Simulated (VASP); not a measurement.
Set up this calculation in VASP 6.6.1, as the native input.

```yaml
Task: relaxation of cell and atoms
Functional: LDA
Potentials_or_basis: VASP PAW LDA potentials, release 64 (Cu, O)
Cutoff: 600 eV
k_mesh: 9 × 9 × 5
Occupations: fermi-dirac, width 0.05 eV
Spin: no spin polarisation
Hubbard_terms: Cu d U = 4.5 eV
Dipole_correction: no
Further_INCAR_settings: ALGO = Fast; EDIFF = 1e-06; IBRION = 2; EDIFFG = -0.01; NSW = 60; ISIF = 3
```

The structure of CuO lies in POSCAR:

```
CuO
1.0
    1.9909680000     -2.1535500000      0.0000000000
    1.9909680000      2.1535500000      0.0000000000
    0.0000000000      0.0000000000      5.1559280000
Cu O
2 2
Direct
    0.5000000000      0.0000000000      0.0000000000
    0.0000000000      0.5000000000      0.5000000000
    0.5000000000      0.5000000000      0.2500000000
    0.5000000000      0.5000000000      0.7500000000
```

These files were run (other wordings do the same):

INCAR

```
PREC = Accurate ; ENCUT = 600
EDIFF = 1E-6 ; ISMEAR = -1
SIGMA = 0.05 ; LREAL = F
LASPH = T ; NELM = 150
ALGO = Fast ; ISIF = 3
LWAVE = F ; LCHARG = F
LMAXMIX = 4 ; LDAU = T
LDAUTYPE = 2 ; LDAUL = 2 -1
LDAUU = 4.5 0 ; LDAUJ = 0 0
LDAUPRINT = 1 ; GGA = CA
IBRION = 2 ; NSW = 60
EDIFFG = -0.01
```

KPOINTS

```
Automatic mesh
0
Gamma
  9 9 5
```

Potentials or basis: VASP PAW LDA potentials, release 64 (Cu, O).

Run with:

```bash
$ cat potpaw_LDA.64/Cu/POTCAR potpaw_LDA.64/O/POTCAR > POTCAR
$ mpirun -np 1 vasp_std > vasp.out
```

It gave:

```
Relaxed volume                        : 10.06 Å³/atom
Relaxed cell                          : a = 2.827 Å, b = 2.827 Å, c = 5.034 Å, α = 90.00°, β = 90.00°, γ = 90.83°
Space group after relaxing (to 0.1 Å) : P4_2/mmc (No. 131)
Energy gained by relaxing             : 48.3 meV/atom
Ionic steps                           : 50
Pressure after relaxing               : 0.0 GPa
Band gap on the k mesh                : zero (bands 17 and 18 overlap by 1.07 eV)
```

Caveat: U without spin polarisation on a metal has little footing.

It took 16 min on 1 thread of Oxide Virtual Turin-like Processor, on a shared host, peak memory 0.19 GiB.
